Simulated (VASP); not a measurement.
# Si2Sn5 (P4mm) in VASP: a series of runs

The runs below take Si2Sn5 through single point, with PBE.

Everything below comes from runs of VASP 6.6.1. Logs are shortened: lines on timing, memory, paths and dates and some standing lists are left out, and cuts for length are marked.

## Step 1: The cell of the first run

Symmetry: P4mm, No. 99, tetragonal system. The conventional cell has a = 4.223 Å, b = 4.223 Å, c = 10.649 Å, α = 90.00°, β = 90.00°, γ = 90.00°. Within 3.6 Å of Si (site symmetry 2mm) lie 3 Sn at 2.76 to 2.82 Å and 4 Si at 2.99 Å. Within 3.6 Å of Sn (site symmetry 2mm) lie 1 Si at 2.76 Å and 5 Sn at 2.99 to 3.19 Å. Sn (site symmetry 2mm) has 7 Sn at 2.99 to 3.53 Å within 3.9 Å. Sn (site symmetry 4mm) has 4 Si at 2.82 Å and 4 Sn at 3.53 Å within 3.7 Å.

The cell was built from a structure type or drawn by symmetry, and may not be a known phase.

## Step 2: Single point, PBE

INCAR reads:

```
PREC = Accurate ; ENCUT = 500
EDIFF = 1E-6 ; ISMEAR = 0
SIGMA = 0.1 ; LREAL = False
LASPH = True ; NELM = 120
ALGO = Normal ; ISIF = 2
LWAVE = False ; LCHARG = False
GGA = PE ; NBANDS = 48
GGA_COMPAT = False
```

KPOINTS reads:

```
regular mesh
0
Gamma
  4 4 2
```

POSCAR reads:

```
Si2Sn5
1.0
    4.2234729340      0.0000000000      0.0000000000
    0.0000000000      4.2234729340      0.0000000000
    0.0000000000      0.0000000000     10.6489509504
Si Sn
2 5
Direct
    0.0000000000      0.5000000000      0.8686771702
    0.5000000000      0.0000000000      0.8686771702
    0.0000000000      0.5000000000      0.6092110051
    0.5000000000      0.0000000000      0.6092110051
    0.0000000000      0.5000000000      0.3096605344
    0.5000000000      0.0000000000      0.3096605344
    0.5000000000      0.5000000000      0.0437420508
```

Potentials or basis: VASP PAW PBE potentials, release 64 (Si, Sn_d).

Launch:

```sh
> cat potpaw_PBE.64/Si/POTCAR potpaw_PBE.64/Sn_d/POTCAR > POTCAR
> mpirun -np 1 vasp_std > vasp.out
```

OUTCAR:

```text
PREC = Accurate
   ENCUT = 500
   EDIFF = 1E-6
   ISMEAR = 0
   LREAL = False
   LASPH = True
   NELM = 120
   ISIF = 2
   GGA = PE

 ion  position               nearest neighbor table
   1  0.000  0.500  0.869-   3 2.76   7 2.82   7 2.82   2 2.99   2 2.99   2 2.99   2 2.99
   2  0.500  0.000  0.869-   4 2.76   7 2.82   7 2.82   1 2.99   1 2.99   1 2.99   1 2.99
   3  0.000  0.500  0.609-   1 2.76   4 2.99   4 2.99   4 2.99   4 2.99   5 3.19
   4  0.500  0.000  0.609-   2 2.76   3 2.99   3 2.99   3 2.99   3 2.99   6 3.19
   5  0.000  0.500  0.310-   6 2.99   6 2.99   6 2.99   6 2.99   3 3.19   7 3.53   7 3.53
   6  0.500  0.000  0.310-   5 2.99   5 2.99   5 2.99   5 2.99   4 3.19   7 3.53   7 3.53
   7  0.500  0.500  0.044-   1 2.82   2 2.82   2 2.82   1 2.82   5 3.53   6 3.53   6 3.53   5 3.53

  LATTYP: Found a simple tetragonal cell.
 ALAT       =     4.2234729340
 C/A-ratio  =     2.5213730778

  Lattice vectors:

 A1 = (   4.2234729340,   0.0000000000,   0.0000000000)
 A2 = (   0.0000000000,   4.2234729340,   0.0000000000)
 A3 = (   0.0000000000,   0.0000000000,  10.6489509504)

Analysis of symmetry for initial positions (statically):
=====================================================================
 Subroutine PRICEL returns:
 Original cell was already a primitive cell.

 Routine SETGRP: Setting up the symmetry group for a
 simple tetragonal supercell.

 Subroutine GETGRP returns: Found  8 space group operations
 (whereof  8 operations were pure point group operations)
 out of a pool of 16 trial point group operations.

The static configuration has the point symmetry C_4v.

Analysis of symmetry for dynamics (positions and initial velocities):
=====================================================================
 Subroutine PRICEL returns:
 Original cell was already a primitive cell.

 Routine SETGRP: Setting up the symmetry group for a
 simple tetragonal supercell.

 Subroutine GETGRP returns: Found  8 space group operations
 (whereof  8 operations were pure point group operations)
 out of a pool of 16 trial point group operations.

The dynamic configuration has the point symmetry C_4v.

 Subroutine INISYM returns: Found  8 space group operations
 (whereof  8 operations are pure point group operations),
 and found     1 'primitive' translations

----------------------------------------------------------------------------------------

                                     Primitive cell

  volume of cell :     189.9530

  direct lattice vectors                    reciprocal lattice vectors
     4.223472934  0.000000000  0.000000000     0.236771968  0.000000000  0.000000000
     0.000000000  4.223472934  0.000000000     0.000000000  0.236771968  0.000000000
     0.000000000  0.000000000 10.648950950     0.000000000  0.000000000  0.093905964

  length of vectors
     4.223472934  4.223472934 10.648950950     0.236771968  0.236771968  0.093905964

  position of ions in fractional coordinates (direct lattice)
     0.000000000  0.500000000  0.868677170
     0.500000000  0.000000000  0.868677170
     0.000000000  0.500000000  0.609211005
     0.500000000  0.000000000  0.609211005
     0.000000000  0.500000000  0.309660534
     0.500000000  0.000000000  0.309660534
     0.500000000  0.500000000  0.043742051

  ion indices of the primitive-cell ions
   primitive index   ion index
                 1           1
                 2           2
                 3           3
                 4           4
                 5           5
                 6           6
                 7           7

----------------------------------------------------------------------------------------

 KPOINTS: regular mesh

Automatic generation of k-mesh.
 Grid dimensions read from file:
 generate k-points for:    4    4    2

 Generating k-lattice:

  Cartesian coordinates                     Fractional coordinates (reciprocal lattice)
     0.059192992  0.000000000  0.000000000     0.250000000  0.000000000  0.000000000
     0.000000000  0.059192992  0.000000000     0.000000000  0.250000000  0.000000000
     0.000000000  0.000000000  0.046952982     0.000000000  0.000000000  0.500000000

  Length of vectors
     0.059192992  0.059192992  0.046952982

  Shift w.r.t. Gamma in fractional coordinates (k-lattice)
     0.000000000  0.000000000  0.000000000

 Subroutine IBZKPT returns following result:
 ===========================================

 Found     12 irreducible k-points:

 Following reciprocal coordinates:
            Coordinates               Weight
  0.000000  0.000000  0.000000      1.000000
  0.250000  0.000000  0.000000      4.000000
  0.500000  0.000000  0.000000      2.000000
  0.250000  0.250000  0.000000      4.000000
  0.500000  0.250000  0.000000      4.000000
  0.500000  0.500000  0.000000      1.000000
  0.000000  0.000000  0.500000      1.000000
  0.250000  0.000000  0.500000      4.000000
  0.500000  0.000000  0.500000      2.000000
  0.250000  0.250000  0.500000      4.000000
  0.500000  0.250000  0.500000      4.000000
  0.500000  0.500000  0.500000      1.000000
   k-points           NKPTS =     12   k-points in BZ     NKDIM =     12   number of bands    NBANDS=     48
   number of dos      NEDOS =    301   number of ions     NIONS =      7
   total plane-waves  NPLWV =  81920
   dimension x,y,z NGX =    32 NGY =   32 NGZ =   80
   dimension x,y,z NGXF=    64 NGYF=   64 NGZF=  160
   ions per type =               2   5
   NGX,Y,Z   is equivalent  to a cutoff of  12.60, 12.60, 12.49 a.u.
   NGXF,Y,Z  is equivalent  to a cutoff of  25.19, 25.19, 24.98 a.u.
 SYSTEM =  unknown system
   PREC   = accura    normal or accurate (medium, high low for compatibility)
   ISTART =      0    job   : 0-new  1-cont  2-samecut
   ICHARG =      2    charge: 1-file 2-atom 10-const
   ISPIN  =      1    spin polarized calculation?
   LNONCOLLINEAR =      F non collinear calculations
   LSORBIT =      F    spin-orbit coupling
   LASPH  =      T    aspherical Exc in radial PAW
   ENCUT  =  500.0 eV  36.75 Ry    6.06 a.u.   7.70  7.70 19.42*2*pi/ulx,y,z
   NELM   =    120;   NELMIN=  2; NELMDL= -5     # of ELM steps
   EDIFF  = 0.1E-05   stopping-criterion for ELM
   LREAL  =      F    real-space projection
   EDIFFG = 0.1E-04   stopping-criterion for IOM
   NSW    =      0    number of steps for IOM
   IBRION =     -1    ionic relax: 0-MD 1-quasi-New 2-CG
   NFREE  =      0    steps in history (QN), initial steepest desc. (CG)
   ISIF   =      2    stress and relaxation
   ISYM   =      2    0-nonsym 1-usesym 2-fastsym
   POTIM  = 0.5000    time-step for ionic-motion
   TEBEG  =    0.0;   TEEND  =   0.0 temperature during run
   PSTRESS=    0.0 pullay stress
   NELECT =      78.0000    total number of electrons
   NUPDOWN=      -1.0000    fix difference up-down
   EMIN   =  10.00;   EMAX   =-10.00  energy-range for DOS
   EFERMI =   0.00;   METHOD = LEGACY
   ISMEAR =     0;   SIGMA  =   0.10  broadening in eV -4-tet -1-fermi 0-gaus
   EFERMI_NEDOS =   21; number of points for ismear=-14 and -15
   IALGO  =     38    algorithm
   IMIX   =      4    mixing-type and parameters
     AMIX     =   0.40;   BMIX     =  1.00
     AMIX_MAG =   1.60;   BMIX_MAG =  1.00
  volume/ion in A,a.u.               =      27.14       183.12
  Fermi-wavevector in a.u.,A,eV,Ry     =   1.216814  2.299445 20.145288  1.480637
  Thomas-Fermi vector in A             =   2.352156
   LORBIT       =      0    0 simple, 1 ext, 2 COOP (PROOUT), +10 PAW based schemes
   GGA     = PE    functional components
   LHFCALC =     F    Hartree Fock is set to
   AEXX    =    0.0000 exact exchange contribution
   IVDW    =     0    specifies the selected vdW correction
   LEPSILON=     F    determine dielectric tensor
   LRPA    =     F    only Hartree local field effects (RPA)
 non-spin polarized calculation
 Gauss-broadening in eV      SIGMA  =   0.10
  energy-cutoff  :      500.00
  volume of cell :      189.95
 maximum number of plane-waves:      4870
 NGX is ok and might be reduce to    32
   NGX = 15   NGY = 15   NGZ = 39

 number of electron      77.9999985 magnetization

 Free energy of the ion-electron system (eV)
  ---------------------------------------------------
  ext. energy  EPLUGINS =         0.00000000
  ---------------------------------------------------
  free energy    TOTEN  =       -27.91540382 eV

  energy without entropy =      -27.89262008  energy(sigma->0) =      -27.90401195

 E-fermi :   6.7123     XC(G=0):  -9.7330

 val. band max:        6.6171601211   @ k =   0.2500   0.0000   0.0000
 cond. band min:       6.7474453318   @ k =   0.2500   0.0000   0.5000
 fundamental gap:      0.1302852108
 Fermi energy:         6.7123240672

 k-point     1 :       0.0000    0.0000    0.0000
  band No.  band energies     occupation
      1     -15.1656      2.00000
      2     -15.0167      2.00000
      3     -15.0085      2.00000
      4     -14.9900      2.00000
      5     -14.9121      2.00000
      6     -14.9121      2.00000
[... 40 lines left out ...]
     47      10.0799      0.00000
     48      10.9423      0.00000

 k-point     2 :       0.2500    0.0000    0.0000
  band No.  band energies     occupation
      1     -15.0806      2.00000
      2     -14.9713      2.00000
      3     -14.9409      2.00000
      4     -14.9316      2.00000
      5     -14.8949      2.00000
      6     -14.8925      2.00000
[... 40 lines left out ...]
     47      10.5525      0.00000
     48      10.6717      0.00000

 k-point     3 :       0.5000    0.0000    0.0000
  band No.  band energies     occupation
      1     -14.8879      2.00000
      2     -14.8871      2.00000
      3     -14.8660      2.00000
      4     -14.8656      2.00000
      5     -14.8520      2.00000
      6     -14.8479      2.00000
[... 40 lines left out ...]
     47       9.9226      0.00000
     48      10.1163      0.00000

 k-point     4 :       0.2500    0.2500    0.0000
  band No.  band energies     occupation
      1     -15.0749      2.00000
      2     -14.9234      2.00000
      3     -14.9221      2.00000
      4     -14.9037      2.00000
      5     -14.8798      2.00000
      6     -14.8714      2.00000
[... 40 lines left out ...]
     47      10.7259      0.00000
     48      10.9063      0.00000

 k-point     5 :       0.5000    0.2500    0.0000
  band No.  band energies     occupation
      1     -14.9957      2.00000
      2     -14.9956      2.00000
      3     -14.9103      2.00000
      4     -14.9043      2.00000
      5     -14.8291      2.00000
      6     -14.8290      2.00000
[... 40 lines left out ...]
     47      11.1716      0.00000
     48      11.3682      0.00000

 k-point     6 :       0.5000    0.5000    0.0000
  band No.  band energies     occupation
      1     -15.0458      2.00000
      2     -15.0458      2.00000
      3     -14.9355      2.00000
      4     -14.9293      2.00000
      5     -14.8761      2.00000
      6     -14.8761      2.00000
[... 40 lines left out ...]
     47      11.4090      0.00000
     48      12.3960      0.00000

 k-point     7 :       0.0000    0.0000    0.5000
  band No.  band energies     occupation
      1     -15.1657      2.00000
      2     -15.0167      2.00000
      3     -15.0085      2.00000
      4     -14.9900      2.00000
      5     -14.9121      2.00000
      6     -14.9121      2.00000
[... 40 lines left out ...]
     47      10.9880      0.00000
     48      11.3461      0.00000

 k-point     8 :       0.2500    0.0000    0.5000
  band No.  band energies     occupation
      1     -15.0806      2.00000
      2     -14.9714      2.00000
      3     -14.9409      2.00000
      4     -14.9316      2.00000
      5     -14.8949      2.00000
      6     -14.8925      2.00000
[... 40 lines left out ...]
     47      10.5171      0.00000
     48      10.7285      0.00000

 k-point     9 :       0.5000    0.0000    0.5000
  band No.  band energies     occupation
      1     -14.8881      2.00000
      2     -14.8871      2.00000
      3     -14.8660      2.00000
      4     -14.8656      2.00000
      5     -14.8520      2.00000
      6     -14.8480      2.00000
[... 40 lines left out ...]
     47       8.8644      0.00000
     48       9.4638      0.00000

 k-point    10 :       0.2500    0.2500    0.5000
  band No.  band energies     occupation
      1     -15.0749      2.00000
      2     -14.9236      2.00000
      3     -14.9220      2.00000
      4     -14.9037      2.00000
      5     -14.8798      2.00000
      6     -14.8714      2.00000
[... 40 lines left out ...]
     47      11.0831      0.00000
     48      11.5270      0.00000

 k-point    11 :       0.5000    0.2500    0.5000
  band No.  band energies     occupation
      1     -14.9957      2.00000
      2     -14.9956      2.00000
      3     -14.9103      2.00000
      4     -14.9043      2.00000
      5     -14.8292      2.00000
      6     -14.8290      2.00000
[... 40 lines left out ...]
     47      10.9670      0.00000
     48      11.2383      0.00000

 k-point    12 :       0.5000    0.5000    0.5000
  band No.  band energies     occupation
      1     -15.0458      2.00000
      2     -15.0458      2.00000
      3     -14.9354      2.00000
      4     -14.9292      2.00000
      5     -14.8761      2.00000
      6     -14.8761      2.00000
[... 40 lines left out ...]
     47      11.2725      0.00000
     48      12.3661      0.00000

------------------------ aborting loop because EDIFF is reached ----------------------------------------

  FORCE on cell =-STRESS in cart. coord.  units (eV):
  Direction    XX          YY          ZZ          XY          YZ          ZX
  --------------------------------------------------------------------------------------
  -------------------------------------------------------------------------------------
  Total       -0.0904020     -0.0904020     -0.1182659      0.0000000      0.0000000     -0.0000000
  in kB       -0.7625044     -0.7625044     -0.9975256      0.0000000      0.0000000     -0.0000000
  external PRESSURE =      -0.8408448 kB  Pullay stress =       0.0000000 kB

 VOLUME and BASIS-vectors are now :
 -----------------------------------------------------------------------------
  energy-cutoff  :      500.00
  volume of cell :      189.95
      direct lattice vectors                 reciprocal lattice vectors
     4.223472934  0.000000000  0.000000000     0.236771968  0.000000000  0.000000000
     0.000000000  4.223472934  0.000000000     0.000000000  0.236771968  0.000000000
     0.000000000  0.000000000 10.648950950     0.000000000  0.000000000  0.093905964

 POSITION                                       TOTAL-FORCE (eV/Angst)
 -----------------------------------------------------------------------------------
      0.00000      2.11174      9.25050         0.000000      0.000000      0.026609
      2.11174      0.00000      9.25050         0.000000      0.000000      0.026609
      0.00000      2.11174      6.48746         0.000000      0.000000     -0.018488
      2.11174      0.00000      6.48746        -0.000000      0.000000     -0.018488
      0.00000      2.11174      3.29756         0.000000      0.000000     -0.033410
      2.11174      0.00000      3.29756         0.000000      0.000000     -0.033410
      2.11174      2.11174      0.46581         0.000000     -0.000000      0.050578
 -----------------------------------------------------------------------------------
    total drift:                                0.000000     -0.000000      0.000468

  FREE ENERGIE OF THE ION-ELECTRON SYSTEM (eV)
  ---------------------------------------------------
  free  energy   TOTEN  =       -27.9154038198 eV

  energy  without entropy=      -27.8926200765  energy(sigma->0) =      -27.90401195
```

Run time: 98 s. Hardware: 1 thread of Intel Xeon 8259CL, shared host; peak memory 0.3 GiB.

What came out:

| Property | Result |
| --- | --- |
| Free energy | -27.9154 eV |
| Pressure | -0.1 GPa |
| Largest force | 0.051 eV/Å |
| Band gap on the k mesh | zero (bands 39 and 40 overlap by 2.97 eV) |

Forces in eV/Å, atoms in the order of the input:
```
Si   0.000  0.000  0.027
Si   0.000  0.000  0.027
Sn   0.000  0.000 -0.018
Sn   0.000  0.000 -0.018
Sn   0.000  0.000 -0.033
Sn   0.000  0.000 -0.033
Sn   0.000  0.000  0.051
```

Levels at points of the mesh, in eV from the Fermi level:
```csv
k point,band 36,band 37,band 38,band 39,band 40,band 41,band 42,band 43
"(0.00, 0.00, 0.00)",-1.51,-1.51,-0.94,-0.94,0.66,1.11,1.35,2.41
"(0.50, 0.00, 0.00)",-1.07,0.05,0.10,0.74,0.91,1.07,1.39,1.60
"(0.50, 0.50, 0.00)",-3.80,-2.79,-1.70,-1.70,-1.64,-0.59,-0.59,1.78
"(0.00, 0.00, 0.50)",-1.84,-1.84,-1.67,-0.60,-0.60,0.62,1.74,2.44
"(0.50, 0.00, 0.50)",-0.59,0.07,0.48,0.60,0.65,0.69,0.99,1.36
"(0.50, 0.50, 0.50)",-3.54,-2.69,-2.62,-2.62,-2.23,1.36,1.36,2.13
```

Caveat: the k points lie up to 0.37 Å⁻¹ apart, too coarse for converged energies and pressures of a metal; spin-orbit coupling is left out, which moves the levels of the heavy elements.

## Step 3: Single point, PBE

This run uses another cell than the first one, of 32.21 Å³/atom.

INCAR reads:

```
SYSTEM = Si2Sn5
  PREC = Accurate
  ENCUT = 500
  EDIFF = 1E-6
  ISMEAR = 0
  SIGMA = 0.1
  LREAL = .FALSE.
  LASPH = .TRUE.
  NELM = 120
  ALGO = Normal
  ISIF = 2
  LWAVE = .FALSE.
  LCHARG = .FALSE.
  GGA = PE
  NBANDS = 48
  GGA_COMPAT = .FALSE.
```

KPOINTS reads:

```
regular mesh
0
G
  4 4 2
  0 0 0
```

POSCAR reads:

```
Si2Sn5
1.0
    5.0614303234      0.0000000000      0.0000000000
    0.0000000000      5.0614303234      0.0000000000
    0.0000000000      0.0000000000      8.8011033257
Si Sn
2 5
Direct
    0.5000000000      0.5000000000      0.9017669475
    0.5000000000      0.5000000000      0.6056508466
    0.0000000000      0.5000000000      0.0916148596
    0.5000000000      0.0000000000      0.0916148596
    0.0000000000      0.5000000000      0.7262136634
    0.5000000000      0.0000000000      0.7262136634
    0.5000000000      0.5000000000      0.3090816898
```

Potentials or basis: VASP PAW PBE potentials, release 64 (Si, Sn_d).

Launch:

```sh
> cat potpaw_PBE.64/Si/POTCAR potpaw_PBE.64/Sn_d/POTCAR > POTCAR
> mpirun -np 1 vasp_std > vasp.out
```

Wall time 4 min (1 thread of Intel Xeon 8259CL, shared host); peak memory 0.35 GiB.

Results (log left out):

- Free energy: -27.1619 eV
- Pressure: -0.1 GPa
- Largest force: 0.061 eV/Å
- Band gap on the k mesh: zero (bands 39 and 40 overlap by 1.47 eV)

Forces on the atoms (eV/Å):
```
Si   0.000  0.000 -0.033
Si   0.000  0.000 -0.010
Sn   0.000  0.000  0.020
Sn   0.000  0.000  0.020
Sn   0.000  0.000 -0.029
Sn   0.000  0.000 -0.029
Sn   0.000  0.000  0.061
```

Stress tensor (GPa, compression positive):
```
-0.14  0.00  0.00
 0.00 -0.14  0.00
 0.00  0.00  0.11
```

Levels at points of the mesh, in eV from the Fermi level:
```csv
k point,band 35,band 36,band 37,band 38,band 39,band 40,band 41,band 42,band 43,band 44
"(0.00, 0.00, 0.00)",-2.29,-2.18,-2.18,-0.59,-0.16,-0.10,-0.10,1.54,1.84,1.84
"(0.50, 0.00, 0.00)",-2.13,-1.49,-1.12,-0.27,0.09,0.12,0.97,0.97,1.10,1.43
"(0.50, 0.50, 0.00)",-2.95,-1.83,-1.63,-0.98,1.20,1.20,2.05,2.05,2.55,2.81
"(0.00, 0.00, 0.50)",-2.50,-2.50,-1.27,0.12,0.88,1.01,1.01,1.18,1.75,1.75
"(0.50, 0.00, 0.50)",-2.27,-1.91,-0.73,-0.23,0.16,0.89,0.89,1.23,1.30,1.50
"(0.50, 0.50, 0.50)",-2.33,-2.33,-1.92,-0.48,-0.48,2.51,2.57,2.89,2.94,2.94
```

Caveat: spin-orbit coupling is left out, which moves the levels of the heavy elements.
